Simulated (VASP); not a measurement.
LiF:

```
Li F
1.0
     0.00000    2.03477    1.96974
     2.03477    0.00000    1.96974
     2.03477    2.03477    0.00000
Li F
1 1
Direct
  0.00000 0.00000 0.00000
  0.50000 0.50000 0.50000
```

This cell differs from its parent crystal: epitaxial xy strain +2.0%.

Base run:

- Program: VASP 6.6.1
- Functional: r2SCAN
- Potentials or basis: VASP PAW PBE potentials, release 64 (Li_sv, F)
- Cutoff: 520 eV
- k mesh: 10 × 10 × 10
- Occupations: gaussian, width 0.01 eV
- Spin: no spin polarisation

Its results: band gap on the k mesh 10.25 eV, direct.

Problem. The run is repeated on the same cell with these changes: functional from r2SCAN to PBE; occupations from gaussian, width 0.01 eV to fermi-dirac, width 0.02 eV. What comes out?

Solution. Band gap on the k mesh 9.07 eV, direct.

A k mesh can miss the band edges.
